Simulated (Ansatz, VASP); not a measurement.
One calculation of Sb, two programs

The input INCAR:

```
SYSTEM = Sb
ALGO     = Normal         ! electronic algorithm
EDIFF    = 1E-6           ! SCF threshold, eV
ENCUT    = 500            ! plane-wave cutoff, eV
GGA      = PE             ! functional
GGA_COMPAT= .FALSE.      
ISIF     = 2              ! what is computed and relaxed
ISMEAR   = 0              ! smearing method
LASPH    = .TRUE.         ! aspherical terms in the spheres
LCHARG   = .FALSE.        ! write CHGCAR
LREAL    = .FALSE.        ! projectors in reciprocal space
LWAVE    = .FALSE.        ! write WAVECAR
NBANDS   = 22             ! bands
NELM     = 120            ! most SCF steps
PREC     = Accurate       ! precision mode
SIGMA    = 0.15           ! smearing width, eV
```

File KPOINTS:

```
k-points
0
G
  12 12 12
  0 0 0
```

File POSCAR:

```
Sb
1.0
    2.1506003320      1.2416496806      3.7440000000
   -2.1506003320      1.2416496806      3.7440000000
    0.0000000000     -2.4832993611      3.7440000000
Sb
2
Direct
    0.2069305983      0.2069305983      0.2069305983
    0.7663600000      0.7663600000      0.7663600000
```

Input for Ansatz:

```yaml
crystal:
  lattice:
    - [2.150600332, 1.2416496806, 3.744]
    - [-2.150600332, 1.2416496806, 3.744]
    - [0.0, -2.4832993611, 3.744]
  atoms:
    - { symbol: Sb, position: [0.2069305983, 0.2069305983, 0.2069305983] }
    - { symbol: Sb, position: [0.76636, 0.76636, 0.76636] }
basis:
  ecutwfc: 420
kpoints:
  mp_grid: { grid: [12, 12, 12] }
hamiltonian:
  xc: pbe
scf:
  occupations: { method: gaussian, width: 0.15 }
output:
  forces: true
  stress: true
  eigenvalues: true
```

Alike in both runs: task single point; functional PBE; k mesh 12 × 12 × 12; occupations gaussian, width 0.15 eV; no spin polarisation.

|  | VASP | Ansatz |
| --- | --- | --- |
| version | VASP 6.6.1 | Ansatz 0.2.0 |
| potentials or method | VASP PAW PBE potentials, release 64 (Sb_d_GW), cutoff 500 eV | scalar-relativistic, plane waves, PAW |
| valence electrons in the cell | 30 | 30 |

Ansatz gave:

| Property | Result |
| --- | --- |
| gap on the k mesh at the Fermi level (eV) | none |
| pressure (GPa) | 8.4 |
| traceless stress, the component that is largest in VASP (GPa) | -1.68 |
| rms of the force components (eV/Å) | 1.212 |

Task: Estimate VASP's values.

Result: gap on the k mesh at the Fermi level (eV): none; pressure (GPa): 8.4; traceless stress, the component that is largest in VASP (GPa): -1.69; rms of the force components (eV/Å): 1.220.

Atom by atom the forces differ by 0.007 eV/Å (rms over components). A gap of «none» marks a metal or a gap that the smearing closes. The functional is the same, so the differences come from potentials, cutoffs and numerics.

Spin-orbit coupling is off throughout.
